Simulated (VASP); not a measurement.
Set up this calculation in VASP 6.6.1, as the native input.

- Task: single point
- Functional: PBE
- Potentials or basis: VASP PAW PBE potentials, release 64 (Al, N, F)
- Cutoff: 520 eV
- k mesh: 1 × 1 × 1
- Occupations: fermi-dirac, width 0.01 eV
- Spin: collinear spin
- Fixed moment: 1 μB
- Dipole correction: no
- Further INCAR settings: LREAL = Auto; ALGO = Normal; EDIFF = 1e-06; NBANDS = 94

The structure of Al16N16F (a cell with a defect) lies in POSCAR:

```
Al16N16F
1.0
    6.2604124000      0.0000000600      0.0000000000
   -3.1302062500      5.4216761500      0.0000000000
    0.0000000000      0.0000000000     10.0361163400
Al N F
16 16 1
Direct
    0.3431334952      0.1726196758      0.2462459498
    0.1570582774      0.3256448636      0.5018580723
    0.3315769124      0.1703556160      0.7513544826
    0.1655853139      0.3362543132      1.0005970098
    0.3190594590      0.6489996605      0.2641324503
    0.1652269948      0.8375662552      0.5043182869
    0.3293344603      0.6620913682      0.7458187756
    0.1826343884      0.8393605341      0.9932200527
    0.8239039679      0.1710850897      0.2487940470
    0.6627180986      0.3336462581      0.5022367048
    0.8284732248      0.1666222632      0.7535492559
    0.6690160604      0.3433902927      1.0003078541
    0.7863104534      0.6631696275      0.2638436931
    0.6616039152      0.8395316936      0.5049481122
    0.8325773359      0.6696943620      0.7514241311
    0.6595749175      0.8309727169      1.0015716896
    0.3311371913      0.1665741286      0.4411062855
    0.1611909478      0.3332294184      0.1972855767
    0.3364146379      0.1763185320      0.9421161214
    0.1570536077      0.3259089886      0.6919643779
    0.3245641756      0.6617147320      0.4542762206
    0.3074573159      0.8837010638      0.1703326209
    0.3337357164      0.6594783386      0.9329466382
    0.1664342363      0.8367288758      0.6948843321
    0.8260484428      0.1677927499      0.4425319366
    0.6812453826      0.3632942848      0.1947354867
    0.8284510237      0.1673746135      0.9497562281
    0.6648546423      0.3360335272      0.6935991736
    0.8310164279      0.6740928172      0.4480043722
    0.6345488887      0.8347289356      0.1990763092
    0.8397918525      0.6730669351      0.9408456100
    0.6646848225      0.8353056942      0.6945526301
   -0.0034353170     -0.1006478411      0.1625238234
```

One way to write it, as run:

INCAR

```
SYSTEM = Al16N16F
  ALGO = Normal
  EDIFF = 1E-6
  ENCUT = 520
  GGA = PE
  GGA_COMPAT = .False.
  ISIF = 2
  ISMEAR = -1
  ISPIN = 2
  LASPH = .True.
  LCHARG = .False.
  LORBIT = 11
  LREAL = Auto
  LWAVE = .False.
  MAGMOM = 0 0 0 0 0 0 0 0 0 0 0 0 0.01 0 0 0 0 0 0 0 0 0.45 0 0 0 0 0 0 0 0.25 0 0 0.16
  NBANDS = 94
  NELM = 200
  NUPDOWN = 1.0
  PREC = Accurate
  SIGMA = 0.01
```

KPOINTS

```
k-points
0
Gamma
  1 1 1
  0 0 0
```

Potentials or basis: VASP PAW PBE potentials, release 64 (Al, N, F).

Run with:

```bash
$ cat potpaw_PBE.64/Al/POTCAR potpaw_PBE.64/N/POTCAR potpaw_PBE.64/F/POTCAR > POTCAR
$ mpirun -np 1 vasp_gam > vasp.out
```

It gave:

- Pressure: 6.8 GPa
- Largest force: 0.069 eV/Å
- Net moment: 1.00 μB per cell
- Site moments: Al +0.00, -0.00, +0.02 (each value once); N +0.00, -0.00, +0.42, +0.22 (each value once); F +0.15 μB
- Valence electrons inside the program's atomic spheres: Al 0.77, 0.79, 0.88, 0.78, 0.76, 0.85, 0.75 (each value once); N 3.86, 3.87, 3.88, 3.89, 3.81, 3.90 (each value once); F 6.18

Caveat: the k points lie up to 1.16 Å⁻¹ apart, too coarse for converged energies, forces and pressures; the total moment is fixed, so each spin has its own Fermi level and the state may be an excited one.

It took 5 min on 1 thread of Intel Xeon 8259CL, on a shared host, peak memory 0.56 GiB.
